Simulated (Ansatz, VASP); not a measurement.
**Two plane-wave programs on Ge**

```xyz
2
Lattice="0.0000 2.7929 2.7929 2.7929 0.0000 2.7929 2.7929 2.7929 0.0000" Properties=species:S:1:pos:R:3 pbc="T T T"
Ge    2.7929    2.7929    2.7929
Ge    4.1894    4.1894    4.1894
```

Alike in both runs: task single point; functional LDA; k mesh 14 × 14 × 14; occupations fermi-dirac, width 0.15 eV; no spin polarisation.

|  | VASP | Ansatz |
| --- | --- | --- |
| version | VASP 6.6.1 | Ansatz 0.2.0 |
| potentials or method | VASP PAW LDA potentials, release 64 (Ge_d), cutoff 520 eV | scalar-relativistic, plane waves, PAW |
| valence electrons in the cell | 28 | 28 |

|  | VASP | Ansatz | Ansatz less VASP |
| --- | --- | --- | --- |
| gap on the k mesh at the Fermi level (eV) | 0.19 | 0.16 | -0.025 |
| least direct gap on the mesh (eV) | 0.21 | 0.16 | -0.048 |
| pressure (GPa) | 1.8 | 1.5 | -0.27 |

LDA's correlation is that of Perdew and Zunger in VASP and of Perdew and Wang (1992) in Ansatz.
